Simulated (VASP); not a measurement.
Pb, 2 atoms in the cell. The structure is cubic, space group Fd-3m (No. 227). Conventional cell: a = 6.924 Å, b = 6.924 Å, c = 6.924 Å, α = 90.00°, β = 90.00°, γ = 90.00°. Within 3.9 Å of Pb (site symmetry -43m) lie 4 Pb at 3.00 Å.  This cell differs from its parent crystal: volume scaled by 1.02.

| Item | Value |
| --- | --- |
| Program | VASP 6.6.1 |
| Task | single point |
| Functional | PBEsol |
| Potentials or basis | VASP PAW PBE potentials, release 64 (Pb_d) |
| Cutoff | 520 eV |
| k mesh | 7 × 7 × 7 |
| Occupations | fermi-dirac, width 0.05 eV |
| Spin | no spin polarisation |
| Dipole correction | no |
| Further INCAR settings | ALGO = Normal; EDIFF = 1e-06; NBANDS = 21 |

Potentials or basis: VASP PAW PBE potentials, release 64 (Pb_d).

Run with:

```bash
$ cat potpaw_PBE.64/Pb_d/POTCAR > POTCAR
$ mpirun -np 1 vasp_std > vasp.out
```

Hardware: 1 thread of Intel(R) Xeon(R) Platinum 8375C CPU @ 2.90GHz (Ice Lake), with other jobs on the host.

Question: Estimate the wall time of this run.

Answer: Wall time 30 s on 1 thread of Intel(R) Xeon(R) Platinum 8375C CPU @ 2.90GHz (Ice Lake) (shared host), peak memory 0.2 GiB. Counts: scf iterations 12, k points 20.
